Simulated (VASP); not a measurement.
Runs of VASP 6.6.1 on Cu3S. The structure is that of space group Pm-3m (No. 221), or close to it. The cells are those of the table. 

| task | cell | k mesh | cutoff (eV) | gap on the mesh (eV) | pressure (GPa) | relaxed volume (Å³/atom) |
| --- | --- | --- | --- | --- | --- | --- |
| single point | a = 3.706 Å, 4 atoms | 12 × 12 × 12 | 520 | none | 0.3 | - |
| relaxation of cell and atoms | relaxed from a = 3.872 Å, 4 atoms | 4 × 4 × 4 | 600 | none | 0.0 | (a) |
| single point | a = 3.714 Å, 4 atoms | 4 × 4 × 4 | 520 | none | 0.5 | - |
| relaxation of cell and atoms | relaxed from a = 3.710 Å, 4 atoms | 12 × 12 × 12 | 600 | none | 0.1 | 12.74 |

Alike in all rows: level PBE; potentials or basis VASP PAW PBE potentials, release 64 (Cu, S); no spin polarisation; smearing gaussian 0.1 eV.

Estimate the missing entries.

(a) 12.83.

Caveats: some runs use coarse meshes.

A gap of «none» marks levels without a gap at the run's occupations.
